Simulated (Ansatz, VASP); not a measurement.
# KCl: VASP beside Ansatz

The input INCAR:

```
ALGO = Normal
EDIFF = 1E-6
ENCUT = 520
GGA = PS
ISIF = 2
ISMEAR = 0
LASPH = True
LCHARG = True
LELF = True
LREAL = False
LVHAR = True
LWAVE = False
NBANDS = 15
NELM = 60
PREC = Accurate
SIGMA = 0.01
```

The input KPOINTS:

```
k-points
0
Gamma
  6 6 6
```

File POSCAR:

```
KCl
1.0
    0.0000000000      3.1448483172      3.1448483172
    3.1448483172      0.0000000000      3.1448483172
    3.1448483172      3.1448483172      0.0000000000
K Cl
1 1
Direct
    0.0000000000      0.0000000000      0.0000000000
    0.5000000000      0.5000000000      0.5000000000
```

Input for Ansatz:

```yaml
crystal:
  lattice:
    - [0.0, 3.1448483172, 3.1448483172]
    - [3.1448483172, 0.0, 3.1448483172]
    - [3.1448483172, 3.1448483172, 0.0]
  atoms:
    - { symbol: K, position: [0.0, 0.0, 0.0] }
    - { symbol: Cl, position: [0.5, 0.5, 0.5] }
kpoints:
  mp_grid: { grid: [6, 6, 6] }
hamiltonian:
  xc: pbesol
scf:
  occupations: { method: fixed }
  n_extra_bands: 4
output:
  forces: true
  stress: true
  eigenvalues: true
  write_density: true
  write_potential: true
  elf: true
  volumetric_format: npy
```

Alike in both runs: task single point; functional PBEsol; k mesh 6 × 6 × 6; no spin polarisation.

|  | VASP | Ansatz |
| --- | --- | --- |
| version | VASP 6.6.1 | Ansatz 0.2.0 |
| potentials or method | VASP PAW PBE potentials, release 64 (K_sv, Cl) | plane waves, PAW |
| plane-wave cutoff (eV) | 520 | 420 |
| occupations | gaussian, width 0.01 eV | fixed |
| valence electrons in the cell | 16 | 16 |

Ansatz gave:

- gap on the k mesh at the Fermi level (eV): 5.03
- pressure (GPa): -0.4

Which values does VASP return?

gap on the k mesh at the Fermi level (eV): 5.03; pressure (GPa): -0.3.

VASP's potentials were made for PBE, not for PBEsol.
